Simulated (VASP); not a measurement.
# Se: single point with PBEsol

Se:

```xyz
1
Lattice="2.7335 0.0000 0.0000 0.0000 2.7335 0.0000 0.0000 0.0000 2.7335" Properties=species:S:1:pos:R:3 pbc="T T T"
Se    0.0000    0.0000    0.0000
```

```json
{
 "Program": "VASP 6.6.1",
 "Task": "single point",
 "Functional": "PBEsol",
 "Potentials or basis": "VASP PAW PBE potentials, release 64 (Se)",
 "Cutoff": "520 eV",
 "k mesh": "8 × 8 × 8",
 "Occupations": "fermi-dirac, width 0.05 eV",
 "Spin": "no spin polarisation"
}
```

```json
{"Pressure": "6.2 GPa", "Band gap on the k mesh": "zero (band 3 reaches 9.11 eV, above the bottom of band 4 at 2.13 eV)"}
```

Levels at points of the mesh, in eV from the Fermi level:
| k point | band 1 | band 2 | band 3 | band 4 | band 5 | band 6 | band 7 | band 8 |
| --- | --- | --- | --- | --- | --- | --- | --- | --- |
| (0.00, 0.00, 0.00) | -17.08 | 1.47 | 1.47 | 1.47 | 7.47 | 7.47 | 8.15 | 23.18 |
| (0.50, 0.00, 0.00) | -14.62 | -8.01 | 3.17 | 3.17 | 9.87 | 12.18 | 12.66 | 13.65 |
| (0.50, 0.50, 0.00) | -12.14 | -5.78 | -5.78 | 2.09 | 4.72 | 14.02 | 16.10 | 16.10 |
| (0.50, 0.50, 0.50) | -9.55 | -3.81 | -3.81 | -3.81 | 5.29 | 5.29 | 5.29 | 9.37 |

Wall time 9.4 s on 1 thread of Intel Xeon 8259CL, on a shared host, peak memory 0.09 GiB.

Caveat: the PAW data sets were made with another functional, which shifts forces and pressure a little.
